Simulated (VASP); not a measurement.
Wanted: the native input for a VASP 6.6.1 run.

```
Task                   : single point
Functional             : PBEsol
Potentials or basis    : VASP PAW PBE potentials, release 64 (Hf_pv)
Cutoff                 : 520 eV
k mesh                 : 18 × 18 × 10
Occupations            : gaussian, width 0.15 eV
Spin                   : no spin polarisation
Dipole correction      : no
Further INCAR settings : ALGO = Fast; EDIFF = 1e-06; NBANDS = 17
```

The structure of Hf lies in POSCAR:

```
Hf
1.0
    3.1966985242      0.0000000000      0.0000000000
   -1.5983492621      2.7684221302      0.0000000000
    0.0000000000      0.0000000000      5.0578000000
Hf
2
Direct
    0.4903421280      0.7816050816      0.2500000000
    0.6666666667      0.3333333333      0.7500000000
```

This cell differs from its parent crystal: atom 1 (Hf) moved by (+0.450, +0.000) A along [1 1 0] and z.

The input as run:

INCAR

```
PREC     = Accurate       # precision mode
ENCUT    = 520            # plane-wave cutoff, eV
EDIFF    = 1E-6           # SCF threshold, eV
ISMEAR   = 0              # smearing method
SIGMA    = 0.15           # smearing width, eV
LREAL    = F              # projectors in reciprocal space
LASPH    = T              # aspherical terms in the spheres
NELM     = 80             # most SCF steps
ALGO     = Fast           # electronic algorithm
ISIF     = 2              # what is computed and relaxed
LWAVE    = F              # write WAVECAR
LCHARG   = T              # write CHGCAR
GGA      = PS             # functional
LELF     = T              # ELF
LVHAR    = T            
NBANDS   = 17             # bands
```

KPOINTS

```
regular mesh
0
Gamma
  18 18 10
```

Potentials or basis: VASP PAW PBE potentials, release 64 (Hf_pv).

Command:

```console
$ cat potpaw_PBE.64/Hf_pv/POTCAR > POTCAR
$ mpirun -np 1 vasp_std > vasp.out
```

Results of the run:

| Quantity | Value |
| --- | --- |
| Pressure | -4.6 GPa |
| Largest force | 0.562 eV/Å |
| Band gap on the k mesh | zero (bands 10 and 11 overlap by 1.33 eV) |

Caveat: the cell differs from its parent crystal (atom 1 (Hf) moved by (+0.450, +0.000) A along [1 1 0] and z); the stress differs along the axes, from -8 to -2 GPa; the PAW data sets were made with another functional, which shifts forces and pressure a little; spin-orbit coupling is left out, which moves the levels of the heavy elements.

Run time: 13 min on 1 thread of Oxide Virtual Turin-like Processor (shared host), peak memory 0.63 GiB.
